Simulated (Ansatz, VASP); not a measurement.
## V in VASP and in Ansatz

```
V
1.0
    -1.53570    1.53570    1.53570
     1.53570   -1.53570    1.53570
     1.53570    1.53570   -1.53570
V
1
Direct
  0.00000 0.00000 0.00000
```

Change from the starting cell: strain +0.015 along x and y, +0.015 along z, atoms carried along.

Alike in both runs: task single point; functional PBEsol; k mesh 22 × 22 × 22; occupations gaussian, width 0.15 eV; no spin polarisation.

|  | VASP | Ansatz |
| --- | --- | --- |
| version | VASP 6.6.1 | Ansatz 0.2.0 |
| potentials or method | VASP PAW PBE potentials, release 64 (V_sv), cutoff 520 eV | scalar-relativistic, plane waves, PAW |
| valence electrons in the cell | 13 | 13 |

VASP gave:

```
gap on the k mesh at the Fermi level (eV) : none
pressure (GPa)                            : -17.6
```

Estimate Ansatz's values.

gap on the k mesh at the Fermi level (eV): none; pressure (GPa): -17.7.

VASP's potentials were made for PBE, not for PBEsol. A gap of «none» marks a metal or a gap that the smearing closes.
